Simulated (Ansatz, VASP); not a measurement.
**Cu: VASP beside Ansatz**

The input POSCAR:

```
Cu
1.0
    0.0000000000      1.7881324402      1.7881324402
    1.7881324402      0.0000000000      1.7881324402
    1.7881324402      1.7881324402      0.0000000000
Cu
1
Direct
    0.0000000000      0.0000000000      0.0000000000
```

File INCAR.step1:

```
SYSTEM = Cu
ALGO = Normal ; EDIFF = 1E-4
ENCUT = 520 ; GGA = PE
ISMEAR = -1 ; LASPH = .True.
LCHARG = .False. ; LREAL = .False.
LWAVE = .True. ; NBANDS = 12
NELM = 60 ; PREC = Accurate
SIGMA = 0.1
```

INCAR.step2

```
SYSTEM = Cu
ALGO = Normal ; EDIFF = 1E-6
ENCUT = 520 ; ISIF = 2
ISMEAR = -1 ; ISTART = 1
LASPH = .True. ; LCHARG = .True.
LELF = .True. ; LMIXTAU = .True.
LREAL = .False. ; LVHAR = .True.
LWAVE = .False. ; METAGGA = R2SCAN
NBANDS = 12 ; NELM = 60
PREC = Accurate ; SIGMA = 0.1
```

File KPOINTS:

```
k-points
0
Gamma
  5 5 5
  0 0 0
```

Input for Ansatz:

```yaml
crystal:
  lattice:
    - [0.0, 1.7881324402, 1.7881324402]
    - [1.7881324402, 0.0, 1.7881324402]
    - [1.7881324402, 1.7881324402, 0.0]
  atoms:
    - { symbol: Cu, position: [0.0, 0.0, 0.0] }
hamiltonian:
  xc: r2scan
  pseudopotentials:
    kind: paw
    azcp:
      Cu: "pseudopotentials/Cu.paw.azcp"
basis:
  ecutwfc: 500
  fft_grid_basis: typed
kpoints:
  mp_grid: { grid: [5, 5, 5], shift: [0, 0, 0] }
magnetization:
  spin_polarized: false
scf:
  occupations: { method: fermi_dirac, width: 0.1 }
  lower_state_search: "off"
output:
  stress: true
```

Alike in both runs: task single point; functional r2SCAN; k mesh 5 × 5 × 5; occupations fermi-dirac, width 0.1 eV; no spin polarisation.

|  | VASP | Ansatz |
| --- | --- | --- |
| version | VASP 6.6.1 | Ansatz 0.2.0 |
| potentials or method | VASP PAW PBE potentials, release 64 (Cu), cutoff 520 eV | plane waves (500 eV) with PAW, scalar-relativistic |
| valence electrons in the cell | 11 | 19 |

|  | VASP | Ansatz | Ansatz less VASP |
| --- | --- | --- | --- |
| pressure (GPa) | -0.2 | -0.7 | -0.50 |

VASP's potentials were made for PBE, not for r2SCAN. VASP's potentials hold 11 valence electrons a cell and Ansatz's 19, so a difference there can come from the potentials and not from the codes.

The k mesh is coarse, so the values compare programs but aren't converged.
